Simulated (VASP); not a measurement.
# Sn (Fd-3m) in VASP: settings compared, part 3 of 3

VASP 6.6.1.

## Step 5: Single point, HF

This run uses another cell than the first one, of 35.83 Å³/atom, 1.060 times its volume.

Contents of POSCAR:

```
Sn
1.0
    0.0000000000      3.2967577782      3.2967577782
    3.2967577782      0.0000000000      3.2967577782
    3.2967577782      3.2967577782      0.0000000000
Sn
2
Direct
    0.7500000000      0.7500000000      0.7500000000
    0.5000000000      0.5000000000      0.5000000000
```

Contents of INCAR.step1:

```
ALGO = Normal
EDIFF = 1E-5
ENCUT = 520
GGA = PE
ISIF = 2
ISMEAR = -1
LASPH = T
LCHARG = F
LREAL = F
LWAVE = T
NBANDS = 21
NELM = 80
PREC = Accurate
SIGMA = 0.05
```

Contents of INCAR.step2:

```
AEXX = 1.0
AGGAC = 0.0
ALDAC = 0.0
ALGO = Normal
EDIFF = 1E-7
ENCUT = 520
GGA = PE
ISIF = 2
ISMEAR = -1
ISTART = 1
LASPH = T
LCHARG = F
LHFCALC = T
LREAL = F
LWAVE = F
NBANDS = 21
NELM = 80
PREC = Accurate
PRECFOCK = Normal
SIGMA = 0.05
```

Contents of KPOINTS:

```
k-points
0
Gamma
  4 4 4
```

Potentials or basis: VASP PAW PBE potentials, release 64 (Sn_d).

The run is started by

```bash
$ cat potpaw_PBE.64/Sn_d/POTCAR > POTCAR
$ cp INCAR.step1 INCAR
$ mpirun -np 1 vasp_std > vasp.out
$ cp INCAR.step2 INCAR
$ mpirun -np 1 vasp_std > vasp.out
```

OUTCAR:

```text
AEXX = 1.0
   EDIFF = 1E-7
   ENCUT = 520
   GGA = PE
   ISIF = 2
   ISMEAR = -1
   ISTART = 1
   LASPH = T
   LHFCALC = T
   LREAL = F
   NELM = 80
   PREC = Accurate
   PRECFOCK = Normal

 ion  position               nearest neighbor table
   1  0.750  0.750  0.750-   2 2.86   2 2.86   2 2.86   2 2.86
   2  0.500  0.500  0.500-   1 2.86   1 2.86   1 2.86   1 2.86

  LATTYP: Found a face centered cubic cell.
 ALAT       =     6.5935155564

  Lattice vectors:

 A1 = (   0.0000000000,   3.2967577782,   3.2967577782)
 A2 = (   3.2967577782,   0.0000000000,   3.2967577782)
 A3 = (   3.2967577782,   3.2967577782,   0.0000000000)

Analysis of symmetry for initial positions (statically):
=====================================================================
 Subroutine PRICEL returns:
 Original cell was already a primitive cell.

 Routine SETGRP: Setting up the symmetry group for a
 face centered cubic supercell.

 Subroutine GETGRP returns: Found 48 space group operations
 (whereof 24 operations were pure point group operations)
 out of a pool of 48 trial point group operations.

The static configuration has the point symmetry T_d .
 The point group associated with its full space group is O_h .

Analysis of symmetry for dynamics (positions and initial velocities):
=====================================================================
 Subroutine PRICEL returns:
 Original cell was already a primitive cell.

 Routine SETGRP: Setting up the symmetry group for a
 face centered cubic supercell.

 Subroutine GETGRP returns: Found 48 space group operations
 (whereof 24 operations were pure point group operations)
 out of a pool of 48 trial point group operations.

[... 103 lines left out ...]
     AMIX     =   0.40;   BMIX     =  1.00
     AMIX_MAG =   1.60;   BMIX_MAG =  1.00
  volume/ion in A,a.u.               =      35.83       241.80
  Fermi-wavevector in a.u.,A,eV,Ry     =   1.196824  2.261670 19.488834  1.432389
  Thomas-Fermi vector in A             =   2.332755
   LORBIT       =      0    0 simple, 1 ext, 2 COOP (PROOUT), +10 PAW based schemes
   GGA     = PE    functional components
   LHFCALC =     T    Hartree Fock is set to
   PRECFOCK=normal    Normal, Fast or Accurate (Low or Medium for compatibility)
   ENCUT4O =  -1.0   cutoff for four orbital integrals eV
   NKREDX  =     1    reduce k-point grid by
   NKREDY  =     1    reduce k-point grid by
   NKREDZ  =     1    reduce k-point grid by
   AEXX    =    1.0000 exact exchange contribution
   HFSCREEN=    0.0000 screening length (either q_TF or 0.3 A-1)
   HFSCREENC=   0.0000 screening length for correlation (either q_TF or 0.3 A-1)
   ENCUTFOCK=  -1.0 apply spherical cutoff to Coloumb kernel
   IVDW    =     0    specifies the selected vdW correction
   LEPSILON=     F    determine dielectric tensor
   LRPA    =     F    only Hartree local field effects (RPA)
 non-spin polarized calculation
  energy-cutoff  :      520.00
  volume of cell :       71.66
 maximum number of plane-waves:      1964
 NGX is ok and might be reduce to    36
  NGX = 28; NGY = 28; NGZ = 28

 number of electron      27.9999988 magnetization

 Free energy of the ion-electron system (eV)
  ---------------------------------------------------
  ext. energy  EPLUGINS =         0.00000000
  ---------------------------------------------------
  free energy    TOTEN  =       -15.09841848 eV

  energy without entropy =      -15.09841848  energy(sigma->0) =      -15.09841848

 E-fermi :   4.8796     XC(G=0):   0.0000

 val. band max:        3.8114128252   @ k =   0.0000   0.0000   0.0000
 cond. band min:       8.7393546896   @ k =   0.0000   0.0000   0.0000
 fundamental gap:      4.9279418644
 Fermi energy:         4.8795547547

 k-point     1 :       0.0000    0.0000    0.0000
  band No.  band energies     occupation
      1     -26.0206      2.00000
      2     -26.0206      2.00000
      3     -26.0206      2.00000
      4     -25.9646      2.00000
      5     -25.9646      2.00000
      6     -25.6540      2.00000
[... 181 lines left out ...]
     20      19.5543      0.00000
     21      20.7410      0.00000

------------------------ aborting loop because EDIFF is reached ----------------------------------------

  FORCE on cell =-STRESS in cart. coord.  units (eV):
  Direction    XX          YY          ZZ          XY          YZ          ZX
  --------------------------------------------------------------------------------------
  -------------------------------------------------------------------------------------
  Total        0.0379022      0.0379022      0.0379022      0.0000000     -0.0000000      0.0000000
  in kB        0.8473915      0.8473915      0.8473915      0.0000000     -0.0000000      0.0000000
  external PRESSURE =       0.8473915 kB  Pullay stress =       0.0000000 kB

 VOLUME and BASIS-vectors are now :
 -----------------------------------------------------------------------------
  energy-cutoff  :      520.00
  volume of cell :       71.66
      direct lattice vectors                 reciprocal lattice vectors
     0.000000000  3.296757778  3.296757778    -0.151664160  0.151664160  0.151664160
     3.296757778  0.000000000  3.296757778     0.151664160 -0.151664160  0.151664160
     3.296757778  3.296757778  0.000000000     0.151664160  0.151664160 -0.151664160

 POSITION                                       TOTAL-FORCE (eV/Angst)
 -----------------------------------------------------------------------------------
      4.94514      4.94514      4.94514        -0.000000     -0.000000     -0.000000
      3.29676      3.29676      3.29676         0.000000      0.000000      0.000000
 -----------------------------------------------------------------------------------
    total drift:                                0.000004      0.000002      0.000004

  FREE ENERGIE OF THE ION-ELECTRON SYSTEM (eV)
  ---------------------------------------------------
  free  energy   TOTEN  =       -15.0984184817 eV

  energy  without entropy=      -15.0984184816  energy(sigma->0) =      -15.09841848
```

OUTCAR.step1:

```text
EDIFF = 1E-5
   ENCUT = 520
   GGA = PE
   ISIF = 2
   ISMEAR = -1
[... 396 lines left out ...]
 -----------------------------------------------------------------------------------
      4.94514      4.94514      4.94514        -0.000000     -0.000000     -0.000000
      3.29676      3.29676      3.29676         0.000000      0.000000      0.000000
 -----------------------------------------------------------------------------------
    total drift:                                0.000000      0.000000      0.000000

  FREE ENERGIE OF THE ION-ELECTRON SYSTEM (eV)
  ---------------------------------------------------
  free  energy   TOTEN  =        -7.5073357629 eV

  energy  without entropy=       -7.5023998665  energy(sigma->0) =       -7.50486781
```

Run time: 43 min. Hardware: 1 thread of AMD EPYC 7R43 (Zen 3), shared host; peak memory 0.18 GiB.

The run converged, but its numbers aren't listed here, since they failed a check.

Caveat: the k points lie up to 0.41 Å⁻¹ apart; the mesh shows a gap though the element is a metal; the PAW data sets were made with another functional, which shifts forces and pressure a little; spin-orbit coupling is left out, which moves the levels of the heavy elements.

## Step 6: Overview

```tsv
cell	gap on the mesh (eV)	pressure (GPa)
relaxed to 10 GPa	0.19	10.0
relaxed to 20 GPa	0.13	20.1
relaxed to 30 GPa	none	30.0
```

Alike in all rows: task relaxation of cell and atoms; level PBEsol; potentials or basis VASP PAW PBE potentials, release 64 (Sn_d); no spin polarisation; k mesh 7 × 7 × 7; cutoff (eV) 600; smearing fermi-dirac 0.05 eV.

Caveats: the cell is relaxed towards a set pressure, so the enthalpy falls and the energy may rise; the PAW data sets were made with another functional, which shifts forces and pressure a little; spin-orbit coupling is left out, which moves the levels of the heavy elements; the volume moved by over 15 % at a fixed basis, so the end points are rough (some runs).

Total energies depend on the potentials used, so only differences within one code and one set of settings carry meaning.
